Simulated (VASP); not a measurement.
# TiO2 (P4_2/mnm) in VASP: relaxation of shape and atoms at fixed volume with PBE

Aim: the relaxation of shape and atoms at fixed volume of TiO2 with PBE.

Program: VASP 6.6.1. These are calculated values, not measurements. Logs are shortened: lines on timing, memory, paths and dates and some standing lists are left out, and cuts for length are marked.

## Step 1: The cell of the first run

The structure is tetragonal, space group P4_2/mnm (No. 136). The conventional cell has a = 4.747 Å, b = 4.747 Å, c = 3.006 Å, α = 90.00°, β = 90.00°, γ = 90.00°. Within 2.6 Å of Ti (site symmetry mmm) lie 6 O at 1.99 to 2.06 Å. Within 2.6 Å of O (site symmetry m2m) lie 3 Ti at 1.99 to 2.06 Å and 1 O at 2.60 Å.

## Step 2: Relaxation of shape and atoms at fixed volume, PBE (11.29 Å³/atom)

Contents of INCAR:

```
PREC = Accurate
ENCUT = 600
EDIFF = 1E-6
ISMEAR = 0
SIGMA = 0.02
LREAL = F
LASPH = T
NELM = 60
ALGO = Normal
ISIF = 4
LWAVE = F
LCHARG = F
GGA = PE
IBRION = 2
NSW = 50
EDIFFG = -0.01
```

Contents of KPOINTS:

```
regular mesh
0
Gamma
  6 6 10
```

Contents of POSCAR:

```
TiO2
1.0
    4.7472515586      0.0000000000      0.0000000000
    0.0000000000      4.7472515586      0.0000000000
    0.0000000000      0.0000000000      3.0055994315
Ti O
2 4
Direct
    0.0000000000      0.0000000000      0.0000000000
    0.5000000000      0.5000000000      0.5000000000
    0.3064951528      0.3064951528      0.0000000000
    0.1935048472      0.8064951528      0.5000000000
    0.6935048472      0.6935048472      0.0000000000
    0.8064951528      0.1935048472      0.5000000000
```

Potentials or basis: VASP PAW PBE potentials, release 64 (Ti_sv, O).

Launch:

```console
> cat potpaw_PBE.64/Ti_sv/POTCAR potpaw_PBE.64/O/POTCAR > POTCAR
> mpirun -np 1 vasp_std > vasp.out
```

OUTCAR:

```text
PREC = Accurate
   ENCUT = 600
   EDIFF = 1E-6
   ISMEAR = 0
   LREAL = F
   LASPH = T
   NELM = 60
   ISIF = 4
   GGA = PE
   IBRION = 2
   NSW = 50
   EDIFFG = -0.01

 ion  position               nearest neighbor table
   1  0.000  0.000  0.000-   4 1.99   6 1.99   4 1.99   6 1.99   5 2.06   3 2.06
   2  0.500  0.500  0.500-   3 1.99   5 1.99   3 1.99   5 1.99   4 2.06   6 2.06
   3  0.306  0.306  0.000-   2 1.99   2 1.99   1 2.06
   4  0.194  0.806  0.500-   1 1.99   1 1.99   2 2.06
   5  0.694  0.694  0.000-   2 1.99   2 1.99   1 2.06
   6  0.806  0.194  0.500-   1 1.99   1 1.99   2 2.06

  LATTYP: Found a simple tetragonal cell.
 ALAT       =     4.7472515586
 C/A-ratio  =     0.6331241128

  Lattice vectors:

 A1 = (   4.7472515586,   0.0000000000,   0.0000000000)
 A2 = (   0.0000000000,   4.7472515586,   0.0000000000)
 A3 = (   0.0000000000,   0.0000000000,   3.0055994315)

Analysis of symmetry for initial positions (statically):
=====================================================================
 Subroutine PRICEL returns:
 Original cell was already a primitive cell.

 Routine SETGRP: Setting up the symmetry group for a
 simple tetragonal supercell.

 Subroutine GETGRP returns: Found 16 space group operations
 (whereof  8 operations were pure point group operations)
 out of a pool of 16 trial point group operations.

The static configuration has the point symmetry D_2h.
 The point group associated with its full space group is D_4h.

Analysis of symmetry for dynamics (positions and initial velocities):
=====================================================================
 Subroutine PRICEL returns:
 Original cell was already a primitive cell.

 Routine SETGRP: Setting up the symmetry group for a
 simple tetragonal supercell.

 Subroutine GETGRP returns: Found 16 space group operations
 (whereof  8 operations were pure point group operations)
 out of a pool of 16 trial point group operations.

The dynamic configuration has the point symmetry D_2h.
 The point group associated with its full space group is D_4h.

 Subroutine INISYM returns: Found 16 space group operations
 (whereof  8 operations are pure point group operations),
 and found     1 'primitive' translations

----------------------------------------------------------------------------------------

                                     Primitive cell

  volume of cell :      67.7354

  direct lattice vectors                    reciprocal lattice vectors
     4.747251559  0.000000000  0.000000000     0.210648201  0.000000000  0.000000000
     0.000000000  4.747251559  0.000000000     0.000000000  0.210648201  0.000000000
     0.000000000  0.000000000  3.005599431     0.000000000  0.000000000  0.332712333

  length of vectors
     4.747251559  4.747251559  3.005599431     0.210648201  0.210648201  0.332712333

  position of ions in fractional coordinates (direct lattice)
     0.000000000  0.000000000  0.000000000
     0.500000000  0.500000000  0.500000000
     0.306495153  0.306495153  0.000000000
     0.193504847  0.806495153  0.500000000
     0.693504847  0.693504847  0.000000000
     0.806495153  0.193504847  0.500000000

  ion indices of the primitive-cell ions
   primitive index   ion index
                 1           1
                 2           2
                 3           3
                 4           4
                 5           5
                 6           6

----------------------------------------------------------------------------------------

 KPOINTS: regular mesh

Automatic generation of k-mesh.
 Grid dimensions read from file:
 generate k-points for:    6    6   10

 Generating k-lattice:

  Cartesian coordinates                     Fractional coordinates (reciprocal lattice)
     0.035108033  0.000000000  0.000000000     0.166666667  0.000000000  0.000000000
     0.000000000  0.035108033  0.000000000     0.000000000  0.166666667  0.000000000
     0.000000000  0.000000000  0.033271233     0.000000000  0.000000000  0.100000000

  Length of vectors
     0.035108033  0.035108033  0.033271233

  Shift w.r.t. Gamma in fractional coordinates (k-lattice)
     0.000000000  0.000000000  0.000000000

 Subroutine IBZKPT returns following result:
 ===========================================

 Found     60 irreducible k-points:

 Following reciprocal coordinates:
            Coordinates               Weight
  0.000000  0.000000  0.000000      1.000000
  0.166667  0.000000  0.000000      4.000000
  0.333333  0.000000  0.000000      4.000000
  0.500000  0.000000  0.000000      2.000000
  0.166667  0.166667  0.000000      4.000000
  0.333333  0.166667  0.000000      8.000000
[... 16 lines left out ...]
  0.333333  0.000000  0.200000      8.000000
  0.500000  0.000000  0.200000      4.000000
 [... further k-points ...]
   k-points           NKPTS =     60   k-points in BZ     NKDIM =     60   number of bands    NBANDS=     28
   number of dos      NEDOS =    301   number of ions     NIONS =      6
   total plane-waves  NPLWV =  38400
   dimension x,y,z NGX =    40 NGY =   40 NGZ =   24
   dimension x,y,z NGXF=    80 NGYF=   80 NGZF=   48
   ions per type =               2   4
   NGX,Y,Z   is equivalent  to a cutoff of  14.01, 14.01, 13.27 a.u.
   NGXF,Y,Z  is equivalent  to a cutoff of  28.02, 28.02, 26.55 a.u.
 SYSTEM =  unknown system
   PREC   = accura    normal or accurate (medium, high low for compatibility)
   ISTART =      0    job   : 0-new  1-cont  2-samecut
   ICHARG =      2    charge: 1-file 2-atom 10-const
   ISPIN  =      1    spin polarized calculation?
   LNONCOLLINEAR =      F non collinear calculations
   LSORBIT =      F    spin-orbit coupling
   LASPH  =      T    aspherical Exc in radial PAW
   ENCUT  =  600.0 eV  44.10 Ry    6.64 a.u.   9.48  9.48  6.00*2*pi/ulx,y,z
   NELM   =     60;   NELMIN=  2; NELMDL= -5     # of ELM steps
   EDIFF  = 0.1E-05   stopping-criterion for ELM
   LREAL  =      F    real-space projection
   EDIFFG = -.1E-01   stopping-criterion for IOM
   NSW    =     50    number of steps for IOM
   IBRION =      2    ionic relax: 0-MD 1-quasi-New 2-CG
   NFREE  =      1    steps in history (QN), initial steepest desc. (CG)
   ISIF   =      4    stress and relaxation
   ISYM   =      2    0-nonsym 1-usesym 2-fastsym
   POTIM  = 0.5000    time-step for ionic-motion
   TEBEG  =    0.0;   TEEND  =   0.0 temperature during run
   PSTRESS=    0.0 pullay stress
   NELECT =      48.0000    total number of electrons
   NUPDOWN=      -1.0000    fix difference up-down
   EMIN   =  10.00;   EMAX   =-10.00  energy-range for DOS
   EFERMI =   0.00;   METHOD = LEGACY
   ISMEAR =     0;   SIGMA  =   0.02  broadening in eV -4-tet -1-fermi 0-gaus
   EFERMI_NEDOS =   21; number of points for ismear=-14 and -15
   IALGO  =     38    algorithm
   IMIX   =      4    mixing-type and parameters
     AMIX     =   0.40;   BMIX     =  1.00
     AMIX_MAG =   1.60;   BMIX_MAG =  1.00
  volume/ion in A,a.u.               =      11.29        76.18
  Fermi-wavevector in a.u.,A,eV,Ry     =   1.459542  2.758135 28.984001  2.130264
  Thomas-Fermi vector in A             =   2.576097
   LORBIT       =      0    0 simple, 1 ext, 2 COOP (PROOUT), +10 PAW based schemes
   GGA     = PE    functional components
   LHFCALC =     F    Hartree Fock is set to
   AEXX    =    0.0000 exact exchange contribution
   IVDW    =     0    specifies the selected vdW correction
   LEPSILON=     F    determine dielectric tensor
   LRPA    =     F    only Hartree local field effects (RPA)
 conjugate gradient relaxation of ions
 non-spin polarized calculation
 Gauss-broadening in eV      SIGMA  =   0.02
  energy-cutoff  :      600.00
  volume of cell :       67.74
 maximum number of plane-waves:      2296
 NGX is ok and might be reduce to    40
   NGX = 19   NGY = 19   NGZ = 13

--------------------------------------- Ionic step        1  -------------------------------------------

 number of electron      47.9999990 magnetization

 Free energy of the ion-electron system (eV)
  ---------------------------------------------------
  ext. energy  EPLUGINS =         0.00000000
  ---------------------------------------------------
  free energy    TOTEN  =       -53.56979283 eV

  energy without entropy =      -53.56979283  energy(sigma->0) =      -53.56979283

------------------------ aborting loop because EDIFF is reached ----------------------------------------

  FORCE on cell =-STRESS in cart. coord.  units (eV):
  Direction    XX          YY          ZZ          XY          YZ          ZX
  --------------------------------------------------------------------------------------
  -------------------------------------------------------------------------------------
  Total       -4.2552630     -4.2552630     -4.8696781     -0.0000000      0.0000000      0.0000000
  in kB     -100.6517648   -100.6517648   -115.1848201     -0.0000000      0.0000000      0.0000000
  external PRESSURE =    -105.4961166 kB  Pullay stress =       0.0000000 kB

 VOLUME and BASIS-vectors are now :
 -----------------------------------------------------------------------------
  energy-cutoff  :      600.00
  volume of cell :       67.74
      direct lattice vectors                 reciprocal lattice vectors
     4.747251559  0.000000000  0.000000000     0.210648201  0.000000000  0.000000000
     0.000000000  4.747251559  0.000000000     0.000000000  0.210648201  0.000000000
     0.000000000  0.000000000  3.005599431     0.000000000  0.000000000  0.332712333
[... 41 lines left out ...]
 POSITION                                       TOTAL-FORCE (eV/Angst)
 -----------------------------------------------------------------------------------
      4.75508     -0.00000      2.99571         0.000000      0.000000      0.000000
      2.37754      2.37754      1.49785         0.000000      0.000000      0.000000
      1.46199      1.46199      0.00000         0.030247      0.030247     -0.000000
      0.91555      3.83954      1.49785        -0.030247      0.030247      0.000000
      3.29309      3.29309      2.99571        -0.030247     -0.030247      0.000000
      3.83954      0.91555      1.49785         0.030247     -0.030247      0.000000
 -----------------------------------------------------------------------------------
    total drift:                                0.000000     -0.000000     -0.000000

  FREE ENERGIE OF THE ION-ELECTRON SYSTEM (eV)
  ---------------------------------------------------
  free  energy   TOTEN  =       -53.5734415859 eV

  energy  without entropy=      -53.5734415859  energy(sigma->0) =      -53.57344159

--------------------------------------- Ionic step        3  -------------------------------------------

 number of electron      47.9999990 magnetization

 Free energy of the ion-electron system (eV)
  ---------------------------------------------------
  ext. energy  EPLUGINS =         0.00000000
  ---------------------------------------------------
  free energy    TOTEN  =       -53.57386097 eV

  energy without entropy =      -53.57386097  energy(sigma->0) =      -53.57386097

 E-fermi :   4.1389     XC(G=0): -10.9656

 val. band max:        3.8802882868   @ k =   0.0000   0.0000   0.0000
 cond. band min:       5.7248545555   @ k =   0.0000   0.0000   0.0000
 fundamental gap:      1.8445662687
 Fermi energy:         4.1388515983

 k-point     1 :       0.0000    0.0000    0.0000
  band No.  band energies     occupation
      1     -53.1248      2.00000
      2     -53.1144      2.00000
      3     -29.3699      2.00000
      4     -29.3699      2.00000
      5     -29.2534      2.00000
      6     -29.2534      2.00000
[... 20 lines left out ...]
     27       6.3196      0.00000
[... 691 lines left out ...]
      6     -29.3069      2.00000
[... 20 lines left out ...]
     27       6.8954      0.00000
     28       6.8954      0.00000

 [... further k-points ...]

------------------------ aborting loop because EDIFF is reached ----------------------------------------

  FORCE on cell =-STRESS in cart. coord.  units (eV):
  Direction    XX          YY          ZZ          XY          YZ          ZX
  --------------------------------------------------------------------------------------
  -------------------------------------------------------------------------------------
  Total       -4.1029184     -4.1029184     -4.0985104     -0.0000000      0.0000000      0.0000000
  in kB      -97.0482855    -97.0482855    -96.9440228     -0.0000000      0.0000000      0.0000000
  external PRESSURE =     -97.0135313 kB  Pullay stress =       0.0000000 kB

 VOLUME and BASIS-vectors are now :
 -----------------------------------------------------------------------------
  energy-cutoff  :      600.00
  volume of cell :       67.74
      direct lattice vectors                 reciprocal lattice vectors
     4.758873800 -0.000000000  0.000000000     0.210133751  0.000000000  0.000000000
    -0.000000000  4.758873800  0.000000000     0.000000000  0.210133751  0.000000000
     0.000000000  0.000000000  2.990936657     0.000000000  0.000000000  0.334343423

 POSITION                                       TOTAL-FORCE (eV/Angst)
 -----------------------------------------------------------------------------------
     -0.00000      0.00000      0.00000        -0.000000      0.000000      0.000000
      2.37944      2.37944      1.49547        -0.000000      0.000000      0.000000
      1.46537      1.46537      0.00000        -0.003348     -0.003348      0.000000
      0.91406      3.84481      1.49547         0.003348     -0.003348      0.000000
      3.29350      3.29350      0.00000         0.003348      0.003348     -0.000000
      3.84481      0.91406      1.49547        -0.003348      0.003348     -0.000000
 -----------------------------------------------------------------------------------
    total drift:                                0.000000      0.000000      0.000000

  FREE ENERGIE OF THE ION-ELECTRON SYSTEM (eV)
  ---------------------------------------------------
  free  energy   TOTEN  =       -53.5738609692 eV

  energy  without entropy=      -53.5738609692  energy(sigma->0) =      -53.57386097

 reached required accuracy - stopping structural energy minimisation
```

Run time: 5.9 min. Hardware: 1 thread of Intel Xeon 8259CL, shared host; peak memory 0.27 GiB.

What came out:

* Free energy: -53.5739 eV
* Energy gained by relaxing: 0.7 meV/atom
* Ionic steps: 3
* Pressure after relaxing: -9.7 GPa
* Largest force after relaxing: 0.005 eV/Å
* Band gap on the k mesh: 1.84 eV

Forces on the atoms (eV/Å):
```
Ti   0.000  0.000  0.000
Ti   0.000  0.000  0.000
O   -0.003 -0.003  0.000
O    0.003 -0.003  0.000
O    0.003  0.003  0.000
O   -0.003  0.003  0.000
```

Step by step:
```csv
step,energy change (eV),largest force (eV/Å),pressure (GPa),volume (Å³)
1,0.0000,0.1342,-10.55,67.74
2,-0.0036,0.0428,-9.99,67.74
3,-0.0041,0.0047,-9.70,67.74
```

Final structure:
```yaml
crystal:
  lattice:
    - [4.75887, 0.00000, 0.00000]
    - [0.00000, 4.75887, 0.00000]
    - [0.00000, 0.00000, 2.99094]
  atoms:
    - { symbol: Ti, position: [0.00000, 0.00000, 0.00000] }
    - { symbol: Ti, position: [0.50000, 0.50000, 0.50000] }
    - { symbol: O, position: [0.30792, 0.30792, 0.00000] }
    - { symbol: O, position: [0.19208, 0.80792, 0.50000] }
    - { symbol: O, position: [0.69208, 0.69208, 0.00000] }
    - { symbol: O, position: [0.80792, 0.19208, 0.50000] }
```

A k mesh can miss the band edges.
